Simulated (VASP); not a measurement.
Input of a VASP 6.6.1 run:

The input INCAR:

```
ALGO     = Normal         # electronic algorithm
EDIFF    = 1E-6           # SCF threshold, eV
ENCUT    = 520            # plane-wave cutoff, eV
GGA      = PE             # functional
ISIF     = 2              # what is computed and relaxed
ISMEAR   = -1             # smearing method
LASPH    = True           # aspherical terms in the spheres
LCHARG   = False          # write CHGCAR
LREAL    = False          # projectors in reciprocal space
LWAVE    = False          # write WAVECAR
NBANDS   = 25             # bands
NELM     = 100            # most SCF steps
PREC     = Accurate       # precision mode
SIGMA    = 0.1            # smearing width, eV
```

File KPOINTS:

```
k-points
0
Gamma
  8 8 11
```

POSCAR

```
Zr
1.0
    4.8357020807      0.0000000000      0.0000000000
   -2.4178510403      4.1878408470      0.0000000000
    0.0000000000      0.0000000000      3.0150897547
Zr
3
Direct
    0.0000000000      0.0000000000      0.0000000000
    0.3333333333      0.6666666667      0.5000000000
    0.6666666667      0.3333333333      0.5000000000
```

Potentials or basis: VASP PAW PBE potentials, release 64 (Zr_sv).

Launch:

```console
$ cat potpaw_PBE.64/Zr_sv/POTCAR > POTCAR
$ mpirun -np 1 vasp_std > vasp.out
```

Question: What does it give for the pressure?

Answer: 15.2 GPa.

Question: Predict the band gap on the k mesh.

Answer: Zero (band 18 reaches 10.79 eV, above the bottom of band 19 at 10.09 eV).
